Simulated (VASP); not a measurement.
Write the native input for VASP 6.6.1 that does the following.

```
Task                               : single point
Functional                         : PBE-based screened hybrid
Potentials or basis                : VASP PAW PBE potentials, release 64 (Al)
Cutoff                             : 520 eV
k mesh                             : 6 × 6 × 6
Occupations                        : fermi-dirac, width 0.05 eV
Spin                               : no spin polarisation
Dipole correction                  : no
Grid for exact exchange (PRECFOCK) : Normal
Share of exact exchange            : 0.25
Further INCAR settings             : ALGO = Normal; EDIFF = 1e-06; NBANDS = 8
Screening parameter                : 0.3 1/Å
```

Al:

```
CELL_PARAMETERS angstrom
-1.61451 1.61451 1.61451
1.61451 -1.61451 1.61451
1.61451 1.61451 -1.61451
ATOMIC_POSITIONS crystal
Al 0.00000 0.00000 0.00000
```

The input as run:

POSCAR

```
Al
1.0
   -1.6145075457      1.6145075457      1.6145075457
    1.6145075457     -1.6145075457      1.6145075457
    1.6145075457      1.6145075457     -1.6145075457
Al
1
Direct
    0.0000000000      0.0000000000      0.0000000000
```

INCAR.step1

```
PREC     = Accurate       # precision mode
ENCUT    = 520            # plane-wave cutoff, eV
EDIFF    = 1E-5           # SCF threshold, eV
ISMEAR   = -1             # smearing method
SIGMA    = 0.05           # smearing width, eV
LREAL    = F              # projectors in reciprocal space
LASPH    = T              # aspherical terms in the spheres
NELM     = 80             # most SCF steps
ALGO     = Normal         # electronic algorithm
ISIF     = 2              # what is computed and relaxed
LWAVE    = T              # write WAVECAR
NBANDS   = 8              # bands
GGA      = PE             # functional
```

INCAR.step2

```
PREC     = Accurate       # precision mode
ENCUT    = 520            # plane-wave cutoff, eV
EDIFF    = 1E-6           # SCF threshold, eV
ISMEAR   = -1             # smearing method
SIGMA    = 0.05           # smearing width, eV
LREAL    = F              # projectors in reciprocal space
LASPH    = T              # aspherical terms in the spheres
NELM     = 80             # most SCF steps
ALGO     = Normal         # electronic algorithm
ISIF     = 2              # what is computed and relaxed
LWAVE    = F              # write WAVECAR
LCHARG   = T              # write CHGCAR
GGA      = PE             # functional
LHFCALC  = T              # exact exchange
AEXX     = 0.25           # exact-exchange fraction
HFSCREEN = 0.3            # screening, 1/A
PRECFOCK = Normal       
LELF     = T              # ELF
LVHAR    = T            
NBANDS   = 8              # bands
ISTART   = 1
```

KPOINTS

```
Automatic mesh
0
Gamma
  6 6 6
```

Potentials or basis: VASP PAW PBE potentials, release 64 (Al).

Command:

```console
$ cat potpaw_PBE.64/Al/POTCAR > POTCAR
$ cp INCAR.step1 INCAR
$ mpirun -np 1 vasp_std > vasp.out
$ cp INCAR.step2 INCAR
$ mpirun -np 1 vasp_std > vasp.out
```

Results of the run:

```yaml
Pressure: 0.1 GPa
```

Caveat: the k points lie up to 0.46 Å⁻¹ apart; the PAW data sets were made with another functional, which shifts forces and pressure a little.

Run time: 64 s on 1 thread of Intel(R) Xeon(R) Platinum 8259CL CPU @ 2.50GHz (Skylake/Cascade Lake) (shared host), peak memory 0.23 GiB.
